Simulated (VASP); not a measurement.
A run of VASP 6.6.1 is set up as follows.

File INCAR:

```
  PREC = Accurate
  ENCUT = 520
  EDIFF = 1E-7
  ISMEAR = 1
  SIGMA = 0.15
  LREAL = F
  LASPH = T
  NELM = 80
  ALGO = Normal
  ISIF = 2
  LWAVE = F
  LCHARG = T
  LELF = T
  LVHAR = T
  NBANDS = 22
```

The input KPOINTS:

```
regular mesh
0
Gamma
  7 7 7
```

File POSCAR:

```
Sr2Ir
1.0
    0.0000000000      3.6122277800      3.6122277800
    3.6122277800      0.0000000000      3.6122277800
    3.6122277800      3.6122277800      0.0000000000
Sr Ir
2 1
Direct
    0.7500000000      0.7500000000      0.7500000000
    0.2500000000      0.2500000000      0.2500000000
    0.0000000000      0.0000000000      0.0000000000
```

Potentials or basis: VASP PAW LDA potentials, release 64 (Sr_sv, Ir).

Run with:

```bash
$ cat potpaw_LDA.64/Sr_sv/POTCAR potpaw_LDA.64/Ir/POTCAR > POTCAR
$ mpirun -np 1 vasp_std > vasp.out
```

Q: Estimate the pressure.

A: -3.1 GPa.
